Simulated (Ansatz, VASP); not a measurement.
One calculation of Ba, two programs

Contents of INCAR:

```
SYSTEM = Ba
  PREC = Accurate
  ENCUT = 520
  EDIFF = 1E-7
  ISMEAR = -1
  SIGMA = 0.1
  LREAL = .False.
  LASPH = .True.
  NELM = 60
  ALGO = Normal
  ISIF = 2
  LWAVE = .False.
  LCHARG = .False.
  GGA = CA
  NBANDS = 17
```

File KPOINTS:

```
Automatic mesh
0
Gamma
  9 9 9
  0 0 0
```

File POSCAR:

```
Ba
1.0
    0.0000000000      3.5432404431      3.5432404431
    3.5432404431      0.0000000000      3.5432404431
    3.5432404431      3.5432404431      0.0000000000
Ba
2
Direct
    0.1250000000      0.1250000000      0.1250000000
    0.8750000000      0.8750000000      0.8750000000
```

Input for Ansatz:

```yaml
crystal:
  lattice:
    - [0.0, 3.5432404431, 3.5432404431]
    - [3.5432404431, 0.0, 3.5432404431]
    - [3.5432404431, 3.5432404431, 0.0]
  atoms:
    - { symbol: Ba, position: [0.125, 0.125, 0.125] }
    - { symbol: Ba, position: [0.875, 0.875, 0.875] }
hamiltonian:
  xc: lda
  pseudopotentials:
    kind: paw
    azcp:
      Ba: "pseudopotentials/Ba.paw.azcp"
basis:
  ecutwfc: 420
  fft_grid_basis: typed
kpoints:
  mp_grid: { grid: [9, 9, 9], shift: [0, 0, 0] }
magnetization:
  spin_polarized: false
scf:
  occupations: { method: fermi_dirac, width: 0.1 }
  lower_state_search: "off"
output:
  stress: true
```

Alike in both runs: task single point; functional LDA; k mesh 9 × 9 × 9; occupations fermi-dirac, width 0.1 eV; no spin polarisation.

|  | VASP | Ansatz |
| --- | --- | --- |
| version | VASP 6.6.1 | Ansatz 0.2.0 |
| potentials or method | VASP PAW LDA potentials, release 64 (Ba_sv), cutoff 520 eV | plane waves (420 eV) with PAW, scalar-relativistic |
| valence electrons in the cell | 20 | 20 |

|  | VASP | Ansatz | Ansatz less VASP |
| --- | --- | --- | --- |
| pressure (GPa) | 3.3 | 2.0 | -1.28 |

Ansatz warns that its potentials were made for another functional, while VASP's fit it. LDA's correlation is that of Perdew and Zunger in VASP and of Perdew and Wang (1992) in Ansatz.

Neither program's run includes spin-orbit coupling.
